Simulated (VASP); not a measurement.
A run of VASP 6.6.1:

The input INCAR:

```
SYSTEM = TiB2
ALGO = Normal
EDIFF = 1E-7
EDIFFG = -0.01
ENCUT = 600
IBRION = 2
ISIF = 3
ISMEAR = 1
LASPH = .TRUE.
LCHARG = .FALSE.
LREAL = .FALSE.
LWAVE = .FALSE.
NELM = 80
NSW = 80
PREC = Accurate
SIGMA = 0.05
```

KPOINTS

```
k-points
0
G
  13 13 10
  0 0 0
```

Contents of POSCAR:

```
TiB2
1.0
    3.0292000000      0.0000000000      0.0000000000
   -1.5146000000      2.6233640000      0.0000000000
    0.0000000000      0.0000000000      3.2284000000
Ti B
1 2
Direct
    0.0000000000      0.0000000000      0.0000000000
    0.3333333333      0.6666666667      0.5000000000
    0.6666666667      0.3333333333      0.5000000000
```

Potentials or basis: VASP PAW LDA potentials, release 64 (Ti_sv, B).

The run is started by

```console
$ cat potpaw_LDA.64/Ti_sv/POTCAR potpaw_LDA.64/B/POTCAR > POTCAR
$ mpirun -np 1 vasp_std > vasp.out
```

Hardware: 1 thread of Intel(R) Xeon(R) 6975P-C (Granite Rapids), with other jobs on the host.

Question: Estimate the wall time of this run.

Answer: It took 58 s on 1 thread of Intel(R) Xeon(R) 6975P-C (Granite Rapids), with other jobs on the host, peak memory 0.18 GiB. Counts: scf iterations 56, k points 126, ion steps 6.
